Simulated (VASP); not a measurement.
A run of VASP 6.6.1 is set up as follows.

The input INCAR:

```
SYSTEM = Fe2O3
ALGO = Normal ; EDIFF = 1E-6
ENCUT = 600 ; GGA = PE
GGA_COMPAT = .FALSE. ; ISIF = 2
ISMEAR = 0 ; ISPIN = 2
LASPH = .TRUE. ; LCHARG = .TRUE.
LELF = .TRUE. ; LMAXMIX = 4
LORBIT = 11 ; LREAL = .FALSE.
LVHAR = .TRUE. ; LWAVE = .FALSE.
MAGMOM = 1.28 -1.28 1.28 -1.28 0 0 0 0 0 0 ; NBANDS = 49
NELM = 200 ; PREC = Accurate
SIGMA = 0.05
```

KPOINTS

```
k-points
0
G
  6 6 6
  0 0 0
```

The input POSCAR:

```
Fe2O3
1.0
    2.5035752576      1.4454398489      4.6232281467
   -2.5035752576      1.4454398489      4.6232281467
    0.0000000000     -2.8908796978      4.6232281467
Fe O
4 6
Direct
    0.3560399831      0.3560399831      0.3560399831
    0.1439645193      0.1439645193      0.1439645193
    0.6439600169      0.6439600169      0.6439600169
    0.8560354807      0.8560354807      0.8560354807
    0.5598343839      0.9401648212      0.2499992913
    0.2499992913      0.5598343839      0.9401648212
    0.9401648212      0.2499992913      0.5598343839
    0.4401656161      0.0598351788      0.7500007087
    0.7500007087      0.4401656161      0.0598351788
    0.0598351788      0.7500007087      0.4401656161
```

Potentials or basis: VASP PAW PBE potentials, release 64 (Fe, O).

The run is started by

```bash
$ cat potpaw_PBE.64/Fe/POTCAR potpaw_PBE.64/O/POTCAR > POTCAR
$ mpirun -np 1 vasp_std > vasp.out
```

(1) Predict the net moment.

(2) What does it give for the site moments?

(3) What does it give for the pressure?

(4) What does it give for the band gap on the k mesh?

Answers

(1) 0.00 μB per cell.

(2) Fe +3.53, -3.53 (each value once); O +0.00 μB.

(3) -0.2 GPa.

(4) 0.57 eV (least direct gap 0.59 eV).
